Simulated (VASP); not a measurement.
A run of VASP 6.6.1 is set up as follows.

INCAR

```
ALGO = Fast ; EDIFF = 1E-7
ENCUT = 520 ; GGA = PE
ISIF = 2 ; ISMEAR = 0
LASPH = True ; LCHARG = True
LELF = True ; LREAL = False
LVHAR = True ; LWAVE = False
NBANDS = 70 ; NELM = 80
PREC = Accurate ; SIGMA = 0.2
```

Contents of KPOINTS:

```
k-points
0
Gamma
  8 4 2
```

Contents of POSCAR:

```
GaIr5
1.0
    2.7678772740      0.0000025146     -0.0000891723
    0.0000126355      5.5357688490      0.0009976971
   -0.0005221818      0.0015086930     11.3513918377
Ga Ir
2 10
Direct
    0.5000709438      0.2500073141     -0.0000022615
    0.4999483251      0.7499877573     -0.0000077712
    0.4999386221      0.2500788014      0.3316768681
    0.4999523035      0.7500832313      0.3316779275
    0.5000420782      0.2499149812      0.6683336735
    0.5000254975      0.7499036992      0.6683176503
   -0.0001136958      0.5002332674      0.1634526195
   -0.0001769003      0.0002187634      0.1634818435
    0.0001561608      0.4997886729      0.8365269397
    0.0002332243     -0.0002036299      0.8365381903
   -0.0000715651      0.4999993802      0.4999952468
   -0.0000049941     -0.0000122386      0.5000090733
```

Potentials or basis: VASP PAW PBE potentials, release 64 (Ga_d, Ir).

Launch:

```console
$ cat potpaw_PBE.64/Ga_d/POTCAR potpaw_PBE.64/Ir/POTCAR > POTCAR
$ mpirun -np 1 vasp_std > vasp.out
```

**Question.** Estimate the pressure.

**Answer.** 0.5 GPa.

**Question.** Predict the largest force.

**Answer.** 0.027 eV/Å.

Forces in eV/Å, atoms in the order of the input:
```
Ga   0.000 -0.001  0.001
Ga   0.001  0.001  0.001
Ir   0.000  0.001  0.008
Ir  -0.001  0.000  0.008
Ir   0.000 -0.001 -0.010
Ir   0.001  0.000 -0.007
Ir   0.000 -0.002 -0.025
Ir   0.001 -0.001 -0.027
Ir  -0.001  0.001  0.026
Ir  -0.002  0.000  0.026
Ir   0.002 -0.001  0.001
Ir   0.000  0.001 -0.001
```
